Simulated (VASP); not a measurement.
Input of a VASP 6.6.1 run:

The input INCAR:

```
PREC = Accurate
ENCUT = 520
EDIFF = 1E-6
ISMEAR = -1
SIGMA = 0.01
LREAL = F
LASPH = T
NELM = 80
ALGO = Normal
ISIF = 2
LWAVE = F
LCHARG = F
GGA = PE
NBANDS = 18
```

The input KPOINTS:

```
regular mesh
0
Gamma
  5 5 3
```

The input POSCAR:

```
Y
1.0
    3.6474000000      0.0000000000      0.0000000000
   -1.8237000000      3.1587410578      0.0000000000
    0.0000000000      0.0000000000      5.7306000000
Y
2
Direct
    0.6650370000      0.3502620000      0.7515040000
    0.2988530000      0.6159180000      0.2126720000
```

Potentials or basis: VASP PAW PBE potentials, release 64 (Y_sv).

The run is started by

```console
$ cat potpaw_PBE.64/Y_sv/POTCAR > POTCAR
$ mpirun -np 1 vasp_std > vasp.out
```

(1) Estimate the largest force.

(2) Estimate the band gap on the k mesh.

(3) Estimate the pressure.

Answers

(1) 0.820 eV/Å.

(2) zero (band 11 reaches 3.73 eV, above the bottom of band 12 at 2.66 eV).

(3) 0.0 GPa.

Caveat: the k points lie up to 0.40 Å⁻¹ apart.
